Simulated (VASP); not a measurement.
Write the native input for VASP 6.6.1 that does the following.

- Task: single point
- Functional: PBE
- Dispersion: D4
- Potentials or basis: VASP PAW PBE potentials, release 64 (Cu, O)
- Cutoff: 600 eV
- k mesh: 4 × 4 × 4
- Occupations: gaussian, width 0.02 eV
- Spin: no spin polarisation
- Dipole correction: no
- Further INCAR settings: ALGO = Normal; EDIFF = 1e-06; NBANDS = 37

The structure of Cu2O lies in POSCAR:

```
Cu2O
1.0
    4.2546804740      0.0000000000      0.0000000000
    0.0000000000      4.2546804740      0.0000000000
    0.0000000000      0.0000000000      4.2546804740
Cu O
4 2
Direct
    0.2500000000      0.2500000000      0.2500000000
    0.2500000000      0.7500000000      0.7500000000
    0.7500000000      0.7500000000      0.2500000000
    0.7500000000      0.2500000000      0.7500000000
    0.0000000000      0.0000000000      0.0000000000
    0.5000000000      0.5000000000      0.5000000000
```

One way to write it, as run:

INCAR

```
SYSTEM = Cu2O
PREC = Accurate
ENCUT = 600
EDIFF = 1E-6
ISMEAR = 0
SIGMA = 0.02
LREAL = .False.
LASPH = .True.
NELM = 120
ALGO = Normal
ISIF = 2
LWAVE = .False.
LCHARG = .True.
GGA = PE
IVDW = 13
LELF = .True.
LVHAR = .True.
NBANDS = 37
GGA_COMPAT = .False.
```

KPOINTS

```
Automatic mesh
0
Gamma
  4 4 4
  0 0 0
```

Potentials or basis: VASP PAW PBE potentials, release 64 (Cu, O).

Run with:

```console
$ cat potpaw_PBE.64/Cu/POTCAR potpaw_PBE.64/O/POTCAR > POTCAR
$ mpirun -np 1 vasp_std > vasp.out
```

It gave:

| Quantity | Value |
| --- | --- |
| Pressure | 0.8 GPa |
| Band gap on the k mesh | 0.55 eV |
| Dispersion energy per atom | -0.335 eV |

Run time: 49 s on 1 thread of Intel Xeon 8259CL, on a shared host, peak memory 0.21 GiB.
